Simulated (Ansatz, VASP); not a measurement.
# InSe in VASP and in Ansatz

```
Se In
1.0
     4.00000    0.00000    0.00000
    -2.00000    3.46410    0.00000
     0.00000    0.00000   84.48000
Se In
8 8
Cartesian
  0.0000 2.3094 9.4256
  0.0000 2.3094 14.6678
  0.0000 0.0000 17.5080
  0.0000 0.0000 22.7542
  2.0000 1.1547 25.5881
  2.0000 1.1547 30.8347
  0.0000 2.3094 33.6712
  0.0000 2.3094 38.9125
  0.0000 0.0000 10.6729
  0.0000 0.0000 13.4151
  2.0000 1.1547 18.7585
  2.0000 1.1547 21.5020
  0.0000 2.3094 26.8391
  0.0000 2.3094 29.5826
  0.0000 0.0000 34.9228
  0.0000 0.0000 37.6648
```

Alike in both runs: functional LDA; k mesh 9 × 9 × 1; occupations gaussian, width 0.02 eV; no spin polarisation.

Ansatz relaxed the structure, and its values are those at the end. VASP's run is a single point on that final structure, the one shown.

|  | VASP | Ansatz |
| --- | --- | --- |
| version | VASP 6.6.1 | Ansatz 0.2.0 |
| potentials or method | VASP PAW LDA potentials, release 64 (Se, In_d) | scalar-relativistic, plane waves, PAW |
| plane-wave cutoff (eV) | 520 | 420 |
| valence electrons in the cell | 152 | 232 |

Ansatz gave:

- gap on the k mesh at the Fermi level (eV): 0.47
- least direct gap on the mesh (eV): 0.54
- rms of the force components (eV/Å): 0.000

Problem. What did VASP give for the same quantities?

Solution. gap on the k mesh at the Fermi level (eV): 0.48; least direct gap on the mesh (eV): 0.55; rms of the force components (eV/Å): 0.017.

LDA's correlation is that of Perdew and Zunger in VASP and of Perdew and Wang (1992) in Ansatz. VASP's potentials hold 152 valence electrons a cell and Ansatz's 232, so a difference there can come from the potentials and not from the codes. Ansatz's warnings: slab cell height set, xc potential rough in thin density.
